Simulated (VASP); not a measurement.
Input of a VASP 6.6.1 run:

The input POSCAR:

```
NaCl
1.0
    0.0000000000      3.1264791970      3.1264791970
    3.1264791970      0.0000000000      3.1264791970
    3.1264791970      3.1264791970      0.0000000000
Na Cl
1 1
Direct
    0.0000000000      0.0000000000      0.0000000000
    0.2500000000      0.2500000000      0.2500000000
```

File INCAR.step1:

```
SYSTEM = NaCl
PREC = Accurate
ENCUT = 600
ISMEAR = -1
SIGMA = 0.02
LREAL = .False.
LASPH = .True.
NELM = 100
GGA = PE
ALGO = Normal
EDIFF = 1E-4
LWAVE = .True.
LCHARG = .False.
```

File INCAR.step2:

```
SYSTEM = NaCl
PREC = Accurate
ENCUT = 600
EDIFF = 1E-6
ISMEAR = -1
SIGMA = 0.02
LREAL = .False.
LASPH = .True.
NELM = 100
ALGO = Normal
ISIF = 3
LWAVE = .False.
LCHARG = .False.
METAGGA = R2SCAN
LMIXTAU = .True.
IBRION = 2
NSW = 80
EDIFFG = -0.005
ISTART = 1
```

KPOINTS

```
Automatic mesh
0
Gamma
  6 6 6
  0 0 0
```

Potentials or basis: VASP PAW PBE potentials, release 64 (Na_pv, Cl).

Launch:

```sh
$ cat potpaw_PBE.64/Na_pv/POTCAR potpaw_PBE.64/Cl/POTCAR > POTCAR
$ cp INCAR.step1 INCAR
$ mpirun -np 1 vasp_std > vasp.out
$ cp INCAR.step2 INCAR
$ mpirun -np 1 vasp_std > vasp.out
```

Task: Predict the space group after relaxing (to 0.1 Å).

Result: F-43m (No. 216).

Task: Predict the band gap on the k mesh.

Result: 5.58 eV.

Final structure:
```yaml
crystal:
  lattice:
    - [0.00000, 3.08083, 3.08083]
    - [3.08083, 0.00000, 3.08083]
    - [3.08083, 3.08083, 0.00000]
  atoms:
    - { symbol: Na, position: [0.00000, 0.00000, 0.00000] }
    - { symbol: Cl, position: [0.25000, 0.25000, 0.25000] }
```

Caveat: the structure was generated, so it needn't be the stable form of NaCl.
